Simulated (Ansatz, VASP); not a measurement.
## Two plane-wave programs on WO

```
CELL_PARAMETERS angstrom
2.92790 0.00000 2.92790
0.00000 2.92790 2.92790
0.00000 0.00000 5.85580
ATOMIC_POSITIONS crystal
W 0.00000 0.00000 0.00000
W 0.00000 0.00000 0.50000
O 0.50000 0.50000 0.75000
O 0.50000 0.50000 0.25000
```

Alike in both runs: task relaxation of cell and atoms; functional PBE; k mesh 14 × 14 × 7; occupations gaussian, width 0.1 eV; collinear spin; Hubbard terms W d U = 6.2 eV.

|  | VASP | Ansatz |
| --- | --- | --- |
| version | VASP 6.6.1 | Ansatz 0.2.0 |
| potentials or method | VASP PAW PBE potentials, release 64 (W_sv, O), cutoff 600 eV | scalar-relativistic, plane waves, PAW |
| valence electrons in the cell | 40 | 40 |

VASP gave:

* gap on the k mesh at the Fermi level, each at its own relaxed structure (eV): none
* net moment per atom (μB): 0.00
* size of the moment on the site where the two differ most (μB): 0.00
* relaxed volume (Å³/atom): 11.99
* relaxed cell length with the largest relative difference (Å): 4.078

Task: What did Ansatz give for the same quantities?

Result: gap on the k mesh at the Fermi level, each at its own relaxed structure (eV): none; net moment per atom (μB): 0.00; size of the moment on the site where the two differ most (μB): 2.63; relaxed volume (Å³/atom): 13.49; relaxed cell length with the largest relative difference (Å): 4.242.

Site moments also hang on the region over which each program counts them. The programs project onto different local orbitals, so the same U acts differently, and such runs can settle in different states. A gap of «none» marks a metal or a gap that the smearing closes. Ansatz's warnings: filled band counts differ across k points.

Neither program's run includes spin-orbit coupling.
